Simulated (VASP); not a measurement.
Crystal: Si3C2.

```
Si C
1.0
     4.01405    0.00000    0.00000
     0.00000    4.01405    0.00000
     0.00000    0.00000    4.01405
Si C
3 2
Direct
  0.00000 0.50000 0.50000
  0.50000 0.00000 0.50000
  0.50000 0.50000 0.00000
  0.50000 0.50000 0.50000
  0.00000 0.00000 0.00000
```

The cell was built from a structure type or drawn by symmetry, and may not be a known phase.

| Quantity | Value |
| --- | --- |
| Program | VASP 6.6.1 |
| Task | relaxation of cell and atoms |
| Functional | PBE |
| Potentials or basis | VASP PAW PBE potentials, release 64 (Si, C) |
| Cutoff | 600 eV |
| k mesh | 10 × 10 × 10 |
| Occupations | gaussian, width 0.1 eV |
| Spin | no spin polarisation |

At the start: pressure -3.4 GPa; volume 12.94 Å³/atom.

Q: Where does the relaxation end?

A: Over 3 steps the energy falls by 4.8 meV/atom and the volume is 12.50 Å³/atom (-3.4 %); space group Pm-3m (No. 221, to 0.1 Å) before and after.

Step by step:
```csv
step,energy change (eV),largest force (eV/Å),pressure (GPa),volume (Å³)
1,0.0000,0.0000,-3.40,64.68
2,-0.0233,0.0000,0.62,62.14
3,-0.0240,0.0000,0.00,62.49
```

Final structure:
```yaml
crystal:
  lattice:
    - [3.96833, 0.00000, 0.00000]
    - [0.00000, 3.96833, 0.00000]
    - [0.00000, 0.00000, 3.96833]
  atoms:
    - { symbol: Si, position: [0.00000, 0.50000, 0.50000] }
    - { symbol: Si, position: [0.50000, 0.00000, 0.50000] }
    - { symbol: Si, position: [0.50000, 0.50000, 0.00000] }
    - { symbol: C, position: [0.50000, 0.50000, 0.50000] }
    - { symbol: C, position: [0.00000, 0.00000, 0.00000] }
```
